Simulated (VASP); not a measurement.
# ZnO (P6_3mc) in VASP: further runs

Aim: see how the results for ZnO move with the level of theory and the settings. Levels: PBE, PBEsol. Tasks: relaxation of cell and atoms.

All numbers are computed with VASP 6.6.1; they aren't measurements. Logs are shortened: lines on timing, memory, paths and dates and some standing lists are left out, and cuts for length are marked.

## 1. The cell of the first run

It takes space group P6_3mc (No. 186, hexagonal). The conventional cell has a = 2.807 Å, b = 2.807 Å, c = 9.168 Å, α = 90.00°, β = 90.00°, γ = 120.00°. Within 2.3 Å of Zn (site symmetry 3m) lie 4 O at 1.72 Å. Within 2.3 Å of Zn (site symmetry 3m) lie 4 O at 1.72 Å. Within 2.3 Å of O (site symmetry 3m) lie 4 Zn at 1.72 Å. O (site symmetry 3m) has 4 Zn at 1.72 Å within 2.3 Å.

## 2. Relaxation of cell and atoms, PBE

INCAR

```
SYSTEM = ZnO
PREC = Accurate
ENCUT = 600
EDIFF = 1E-7
ISMEAR = -1
SIGMA = 0.02
LREAL = .FALSE.
LASPH = .TRUE.
NELM = 60
ALGO = Normal
ISIF = 3
LWAVE = .FALSE.
LCHARG = .FALSE.
GGA = PE
IBRION = 2
NSW = 80
EDIFFG = -0.005
```

KPOINTS

```
regular mesh
0
G
  12 12 4
  0 0 0
```

POSCAR

```
ZnO
1.0
    2.8069519459      0.0000000000      0.0000000000
   -1.4034759730      2.4308916924      0.0000000000
    0.0000000000      0.0000000000      9.1675050554
Zn O
4 4
Direct
    0.0000000000      0.0000000000      0.0000000000
    0.3333333333      0.6666666667      0.2500000000
    0.0000000000      0.0000000000      0.5000000000
    0.6666666667      0.3333333333      0.7500000000
    0.0000000000      0.0000000000      0.1875000000
    0.3333333333      0.6666666667      0.4375000000
    0.0000000000      0.0000000000      0.6875000000
    0.6666666667      0.3333333333      0.9375000000
```

Potentials or basis: VASP PAW PBE potentials, release 64 (Zn, O).

Launch:

```console
cat potpaw_PBE.64/Zn/POTCAR potpaw_PBE.64/O/POTCAR > POTCAR
mpirun -np 1 vasp_std > vasp.out
```

OUTCAR:

```text
SYSTEM = ZnO
   PREC = Accurate
   ENCUT = 600
   EDIFF = 1E-7
   ISMEAR = -1
   LREAL = .FALSE.
   LASPH = .TRUE.
   NELM = 60
   ISIF = 3
   GGA = PE
   IBRION = 2
   NSW = 80
   EDIFFG = -0.005

 ion  position               nearest neighbor table
   1  0.000  0.000  0.000-   8 1.72   8 1.72   8 1.72   5 1.72   4 2.81   2 2.81   4 2.81   2 2.81
                             2 2.81   4 2.81
   2  0.333  0.667  0.250-   5 1.72   5 1.72   5 1.72   6 1.72   3 2.81   1 2.81   1 2.81   3 2.81
                             3 2.81   1 2.81
   3  0.000  0.000  0.500-   6 1.72   6 1.72   6 1.72   7 1.72   4 2.81   2 2.81   2 2.81   4 2.81
                             2 2.81   4 2.81
   4  0.667  0.333  0.750-   7 1.72   7 1.72   7 1.72   8 1.72   3 2.81   1 2.81   3 2.81   1 2.81
                             1 2.81   3 2.81
   5  0.000  0.000  0.188-   2 1.72   2 1.72   2 1.72   1 1.72
   6  0.333  0.667  0.438-   3 1.72   3 1.72   3 1.72   2 1.72
   7  0.000  0.000  0.688-   4 1.72   4 1.72   4 1.72   3 1.72
   8  0.667  0.333  0.938-   1 1.72   1 1.72   1 1.72   4 1.72

  LATTYP: Found a hexagonal cell.
 ALAT       =     2.8069519459
 C/A-ratio  =     3.2660000000

  Lattice vectors:

 A1 = (   2.8069519459,   0.0000000000,   0.0000000000)
 A2 = (  -1.4034759730,   2.4308916924,   0.0000000000)
 A3 = (   0.0000000000,   0.0000000000,   9.1675050554)

Analysis of symmetry for initial positions (statically):
=====================================================================
 Subroutine PRICEL returns:
 Original cell was already a primitive cell.

 Routine SETGRP: Setting up the symmetry group for a
 hexagonal supercell.

 Subroutine GETGRP returns: Found 12 space group operations
 (whereof  6 operations were pure point group operations)
 out of a pool of 24 trial point group operations.

The static configuration has the point symmetry C_3v.
 The point group associated with its full space group is C_6v.

Analysis of symmetry for dynamics (positions and initial velocities):
=====================================================================
 Subroutine PRICEL returns:
 Original cell was already a primitive cell.

 Routine SETGRP: Setting up the symmetry group for a
 hexagonal supercell.

 Subroutine GETGRP returns: Found 12 space group operations
 (whereof  6 operations were pure point group operations)
 out of a pool of 24 trial point group operations.

The dynamic configuration has the point symmetry C_3v.
 The point group associated with its full space group is C_6v.

 Subroutine INISYM returns: Found 12 space group operations
 (whereof  6 operations are pure point group operations),
 and found     1 'primitive' translations

----------------------------------------------------------------------------------------

                                     Primitive cell

  volume of cell :      62.5535

  direct lattice vectors                    reciprocal lattice vectors
     2.806951946  0.000000000  0.000000000     0.356258325  0.205685840  0.000000000
    -1.403475973  2.430891692  0.000000000     0.000000000  0.411371680  0.000000000
     0.000000000  0.000000000  9.167505055     0.000000000  0.000000000  0.109080932

  length of vectors
     2.806951946  2.806951946  9.167505055     0.411371680  0.411371680  0.109080932

  position of ions in fractional coordinates (direct lattice)
     0.000000000  0.000000000  0.000000000
     0.333333333  0.666666667  0.250000000
     0.000000000  0.000000000  0.500000000
     0.666666667  0.333333333  0.750000000
     0.000000000  0.000000000  0.187500000
     0.333333333  0.666666667  0.437500000
     0.000000000  0.000000000  0.687500000
     0.666666667  0.333333333  0.937500000

  ion indices of the primitive-cell ions
   primitive index   ion index
                 1           1
                 2           2
                 3           3
                 4           4
                 5           5
                 6           6
                 7           7
                 8           8

----------------------------------------------------------------------------------------

 KPOINTS: regular mesh

Automatic generation of k-mesh.
 Grid dimensions read from file:
 generate k-points for:   12   12    4

 Generating k-lattice:

  Cartesian coordinates                     Fractional coordinates (reciprocal lattice)
     0.029688194  0.017140487  0.000000000     0.083333333 -0.000000000  0.000000000
     0.000000000  0.034280973  0.000000000     0.000000000  0.083333333  0.000000000
     0.000000000  0.000000000  0.027270233     0.000000000  0.000000000  0.250000000

  Length of vectors
     0.034280973  0.034280973  0.027270233

  Shift w.r.t. Gamma in fractional coordinates (k-lattice)
     0.000000000  0.000000000  0.000000000

 Subroutine IBZKPT returns following result:
 ===========================================

 Found     57 irreducible k-points:

 Following reciprocal coordinates:
            Coordinates               Weight
  0.000000  0.000000  0.000000      1.000000
  0.083333 -0.000000  0.000000      6.000000
  0.166667  0.000000  0.000000      6.000000
  0.250000  0.000000  0.000000      6.000000
  0.333333 -0.000000  0.000000      6.000000
  0.416667 -0.000000  0.000000      6.000000
[... 16 lines left out ...]
  0.250000  0.000000  0.250000     12.000000
  0.333333 -0.000000  0.250000     12.000000
 [... further k-points ...]
   k-points           NKPTS =     57   k-points in BZ     NKDIM =     57   number of bands    NBANDS=     43
   number of dos      NEDOS =    301   number of ions     NIONS =      8
   total plane-waves  NPLWV =  46080
   dimension x,y,z NGX =    24 NGY =   24 NGZ =   80
   dimension x,y,z NGXF=    48 NGYF=   48 NGZF=  160
   ions per type =               4   4
   NGX,Y,Z   is equivalent  to a cutoff of  14.21, 14.21, 14.51 a.u.
   NGXF,Y,Z  is equivalent  to a cutoff of  28.43, 28.43, 29.01 a.u.
 SYSTEM =  ZnO
   PREC   = accura    normal or accurate (medium, high low for compatibility)
   ISTART =      0    job   : 0-new  1-cont  2-samecut
   ICHARG =      2    charge: 1-file 2-atom 10-const
   ISPIN  =      1    spin polarized calculation?
   LNONCOLLINEAR =      F non collinear calculations
   LSORBIT =      F    spin-orbit coupling
   LASPH  =      T    aspherical Exc in radial PAW
   ENCUT  =  600.0 eV  44.10 Ry    6.64 a.u.   5.61  5.61 18.31*2*pi/ulx,y,z
   NELM   =     60;   NELMIN=  2; NELMDL= -5     # of ELM steps
   EDIFF  = 0.1E-06   stopping-criterion for ELM
   LREAL  =      F    real-space projection
   EDIFFG = -.5E-02   stopping-criterion for IOM
   NSW    =     80    number of steps for IOM
   IBRION =      2    ionic relax: 0-MD 1-quasi-New 2-CG
   NFREE  =      1    steps in history (QN), initial steepest desc. (CG)
   ISIF   =      3    stress and relaxation
   ISYM   =      2    0-nonsym 1-usesym 2-fastsym
   POTIM  = 0.5000    time-step for ionic-motion
   TEBEG  =    0.0;   TEEND  =   0.0 temperature during run
   PSTRESS=    0.0 pullay stress
   NELECT =      72.0000    total number of electrons
   NUPDOWN=      -1.0000    fix difference up-down
   EMIN   =  10.00;   EMAX   =-10.00  energy-range for DOS
   EFERMI =   0.00;   METHOD = LEGACY
   ISMEAR =    -1;   SIGMA  =   0.02  broadening in eV -4-tet -1-fermi 0-gaus
   EFERMI_NEDOS =   21; number of points for ismear=-14 and -15
   IALGO  =     38    algorithm
   IMIX   =      4    mixing-type and parameters
     AMIX     =   0.40;   BMIX     =  1.00
     AMIX_MAG =   1.60;   BMIX_MAG =  1.00
  volume/ion in A,a.u.               =       7.82        52.77
  Fermi-wavevector in a.u.,A,eV,Ry     =   1.715675  3.242156 40.049313  2.943541
  Thomas-Fermi vector in A             =   2.793003
   LORBIT       =      0    0 simple, 1 ext, 2 COOP (PROOUT), +10 PAW based schemes
   GGA     = PE    functional components
   LHFCALC =     F    Hartree Fock is set to
   AEXX    =    0.0000 exact exchange contribution
   IVDW    =     0    specifies the selected vdW correction
   LEPSILON=     F    determine dielectric tensor
   LRPA    =     F    only Hartree local field effects (RPA)
 conjugate gradient relaxation of ions
 non-spin polarized calculation
  energy-cutoff  :      600.00
  volume of cell :       62.55
 maximum number of plane-waves:      2137
 NGX is ok and might be reduce to    24
   NGX = 11   NGY = 11   NGZ = 37

--------------------------------------- Ionic step        1  -------------------------------------------

 number of electron      71.9999974 magnetization

 Free energy of the ion-electron system (eV)
  ---------------------------------------------------
  ext. energy  EPLUGINS =         0.00000000
  ---------------------------------------------------
  free energy    TOTEN  =       -23.18839288 eV

  energy without entropy =      -23.18839288  energy(sigma->0) =      -23.18839288

 E-fermi :   6.6106     XC(G=0): -13.3609

 val. band max:        6.1661321355   @ k =   0.0000   0.0000   0.0000
 cond. band min:       7.4629323567   @ k =   0.0000   0.0000   0.0000
 fundamental gap:      1.2968002212
 Fermi energy:         6.6106049609

 k-point     1 :       0.0000    0.0000    0.0000
  band No.  band energies     occupation
      1     -16.4535      2.00000
      2     -15.7416      2.00000
      3     -15.7057      2.00000
      4     -14.9056      2.00000
      5      -3.7687      2.00000
      6      -3.5582      2.00000
[... 2327 lines left out ...]
  FREE ENERGIE OF THE ION-ELECTRON SYSTEM (eV)
  ---------------------------------------------------
  free  energy   TOTEN  =       -35.5202662377 eV

  energy  without entropy=      -35.5202662366  energy(sigma->0) =      -35.52026624

[... ionic steps 4 to 10 ...]

--------------------------------------- Ionic step       11  -------------------------------------------

 number of electron      72.0000099 magnetization

------------------------ aborting loop because EDIFF is reached ----------------------------------------

  FORCE on cell =-STRESS in cart. coord.  units (eV):
  Direction    XX          YY          ZZ          XY          YZ          ZX
  --------------------------------------------------------------------------------------
  -------------------------------------------------------------------------------------
  Total        0.0087914      0.0087914     -0.0122202     -0.0000000      0.0000000      0.0000000
  in kB        0.1433189      0.1433189     -0.1992158     -0.0000000      0.0000000      0.0000000
  external PRESSURE =       0.0291407 kB  Pullay stress =       0.0000000 kB
[... 69 lines left out ...]
  energy  without entropy=      -35.5953979767  energy(sigma->0) =      -35.59539798

--------------------------------------- Ionic step       13  -------------------------------------------

 number of electron      72.0000098 magnetization

 Free energy of the ion-electron system (eV)
  ---------------------------------------------------
  ext. energy  EPLUGINS =         0.00000000
  ---------------------------------------------------
  free energy    TOTEN  =       -35.59540716 eV

  energy without entropy =      -35.59540716  energy(sigma->0) =      -35.59540716

 E-fermi :   1.2737     XC(G=0): -10.7474

 val. band max:        0.9186170331   @ k =   0.0000   0.0000   0.0000
 cond. band min:       1.5970882342   @ k =   0.0000   0.0000   0.0000
 fundamental gap:      0.6784712011
 Fermi energy:         1.2737159439

 k-point     1 :       0.0000    0.0000    0.0000
  band No.  band energies     occupation
      1     -16.9173      2.00000
      2     -16.6095      2.00000
      3     -16.5844      2.00000
      4     -16.2585      2.00000
      5      -4.8404      2.00000
      6      -4.8028      2.00000
[... 1130 lines left out ...]
  FREE ENERGIE OF THE ION-ELECTRON SYSTEM (eV)
  ---------------------------------------------------
  free  energy   TOTEN  =       -35.5954071586 eV

  energy  without entropy=      -35.5954071583  energy(sigma->0) =      -35.59540716

 reached required accuracy - stopping structural energy minimisation
```

Wall time 14 min (1 thread of Intel Xeon 6975P-C (Granite Rapids), shared host); peak memory 0.29 GiB.

Results:

- Free energy: -35.5954 eV
- Relaxed volume: 12.29 Å³/atom
- Relaxed cell: a = 3.268 Å, b = 3.268 Å, c = 10.626 Å, α = 90.00°, β = 90.00°, γ = 120.00°
- Space group after relaxing (to 0.1 Å): P6_3mc (No. 186)
- Energy gained by relaxing: 1550.9 meV/atom
- Ionic steps: 13
- Pressure after relaxing: 0.0 GPa
- Band gap on the k mesh: 0.68 eV

Forces in eV/Å, atoms in the order of the input:
```
Zn   0.000  0.000  0.001
Zn   0.000  0.000  0.001
Zn   0.000  0.000  0.001
Zn   0.000  0.000  0.001
O    0.000  0.000  0.001
O    0.000  0.000 -0.002
O    0.000  0.000  0.001
O    0.000  0.000 -0.002
```

Step by step:
| step | energy change (eV) | largest force (eV/Å) | pressure (GPa) | volume (Å³) |
| --- | --- | --- | --- | --- |
| 1 | 0.0000 | 0.1374 | 165.08 | 62.55 |
| 2 | -1.9396 | 0.0813 | -35.70 | 167.51 |
| 3 | -12.3319 | 0.0968 | -5.57 | 102.37 |
| 4 | -12.3925 | 0.0941 | -2.40 | 99.95 |
| 5 | -12.4053 | 0.0917 | 0.04 | 98.25 |
| 6 | -12.4023 | 0.0930 | -1.18 | 99.08 |
| 7 | -12.4056 | 0.0394 | 0.53 | 97.92 |
| 8 | -12.4060 | 0.0527 | 0.10 | 98.21 |
| 9 | -12.4065 | 0.0269 | 0.06 | 98.24 |
| 10 | -12.4068 | 0.0344 | -0.02 | 98.29 |
| 11 | -12.4070 | 0.0143 | 0.00 | 98.28 |
| 12 | -12.4070 | 0.0088 | 0.01 | 98.27 |
| 13 | -12.4070 | 0.0023 | 0.01 | 98.28 |

Final structure:
```
CELL_PARAMETERS angstrom
3.26811 0.00000 0.00000
-1.63406 2.83027 0.00000
0.00000 0.00000 10.62559
ATOMIC_POSITIONS crystal
Zn 0.00000 0.00000 0.99949
Zn 0.33333 0.66667 0.24968
Zn 0.00000 0.00000 0.49949
Zn 0.66667 0.33333 0.74968
O 0.00000 0.00000 0.18802
O 0.33333 0.66667 0.43782
O 0.00000 0.00000 0.68802
O 0.66667 0.33333 0.93782
```

Caveat: the volume moved by over 15 % at a fixed basis, so the end points are rough. A k mesh can miss the band edges.

## 3. Relaxation of cell and atoms, PBEsol

This run uses another cell than the first one, of 12.32 Å³/atom.

INCAR

```
SYSTEM = ZnO
PREC = Accurate
ENCUT = 600
EDIFF = 1E-6
ISMEAR = -1
SIGMA = 0.02
LREAL = .False.
LASPH = .True.
NELM = 100
ALGO = Normal
ISIF = 3
LWAVE = .False.
LCHARG = .False.
GGA = PS
IBRION = 2
NSW = 80
EDIFFG = -0.005
```

KPOINTS

```
Automatic mesh
0
Gamma
  12 12 2
  0 0 0
```

POSCAR

```
ZnO
1.0
    3.2717925156      0.0000000000      0.0000000000
   -1.6358962579      2.8334554344      0.0000000000
    0.0000000000      0.0000000000     10.6302829236
Zn O
4 4
Direct
    0.0000000000      0.0000000000     -0.0005573017
    0.3333333333      0.6666666667      0.2496497130
    0.0000000000      0.0000000000      0.4994426983
    0.6666666667      0.3333333333      0.7496497130
    0.0000000000      0.0000000000      0.1880731338
    0.3333333333      0.6666666667      0.4378344549
    0.0000000000      0.0000000000      0.6880731338
    0.6666666667      0.3333333333      0.9378344549
```

Potentials or basis: VASP PAW PBE potentials, release 64 (Zn, O).

Launch:

```console
cat potpaw_PBE.64/Zn/POTCAR potpaw_PBE.64/O/POTCAR > POTCAR
mpirun -np 1 vasp_std > vasp.out
```

Run time: 9.6 min. Hardware: 1 thread of Intel Xeon 6975P-C (Granite Rapids), shared host; peak memory 0.36 GiB.

The run converged. Its results:

```yaml
Free_energy: -38.8102 eV
Relaxed_volume: 11.83 Å³/atom
Relaxed_cell: a = 3.228 Å, b = 3.228 Å, c = 10.488 Å, α = 90.00°, β = 90.00°, γ = 120.00°
Space_group_after_relaxing_to_0.1_Å: P6_3mc (No. 186)
Energy_gained_by_relaxing: 8.3 meV/atom
Ionic_steps: 11
Pressure_after_relaxing: 0.0 GPa
Largest_force_after_relaxing: 0.005 eV/Å
Band_gap_on_the_k_mesh: 0.63 eV
```

Forces in eV/Å, atoms in the order of the input:
```
Zn   0.000  0.000 -0.005
Zn   0.000  0.000  0.003
Zn   0.000  0.000 -0.005
Zn   0.000  0.000  0.003
O    0.000  0.000  0.004
O    0.000  0.000 -0.002
O    0.000  0.000  0.004
O    0.000  0.000 -0.002
```

Step by step:
```
step  energy change (eV)  largest force (eV/Å)  pressure (GPa)  volume (Å³)
   1              0.0000                0.0022           -5.33        98.55
   2             -0.0497                0.0131            2.91        92.82
   3             -0.0667                0.0082            0.00        94.67
   4             -0.0667                0.0079           -0.07        94.75
   5             -0.0667                0.0019           -0.11        94.75
   6             -0.0667                0.0015           -0.13        94.75
   7             -0.0667                0.0020           -0.11        94.74
   8             -0.0667                0.0029           -0.09        94.70
   9             -0.0667                0.0062            0.01        94.63
  10             -0.0667                0.0058            0.05        94.64
  11             -0.0667                0.0048            0.03        94.67
```

Final structure:
```xyz
8
Lattice="3.2284 0.0000 0.0000 -1.6142 2.7959 0.0000 0.0000 0.0000 10.4885" Properties=species:S:1:pos:R:3 pbc="T T T"
Zn    0.0000    0.0000   10.4833
Zn    0.0000    1.8639    2.6181
Zn    0.0000    0.0000    5.2391
Zn    1.6142    0.9320    7.8623
O     0.0000    0.0000    1.9723
O     0.0000    1.8639    4.5923
O     0.0000    0.0000    7.2165
O     1.6142    0.9320    9.8365
```

Levels at points of the mesh, in eV from the valence-band top:
| k point | band 33 | band 34 | band 35 | band 36 | band 37 | band 38 | band 39 | band 40 |
| --- | --- | --- | --- | --- | --- | --- | --- | --- |
| (0.00, 0.00, 0.00) | -0.39 | -0.04 | 0.00 | 0.00 | 0.63 | 3.21 | 3.37 | 5.26 |
| (0.50, 0.00, 0.00) | -1.50 | -1.43 | -0.98 | -0.83 | 5.22 | 5.33 | 6.10 | 6.40 |
| (0.00, 0.00, 0.50) | -0.12 | -0.12 | -0.12 | -0.12 | 1.77 | 1.77 | 4.64 | 4.64 |
| (0.50, 0.00, 0.50) | -1.25 | -1.25 | -1.03 | -1.03 | 5.59 | 5.59 | 5.90 | 5.90 |

Caveat: the PAW data sets were made with another functional, which shifts forces and pressure a little.
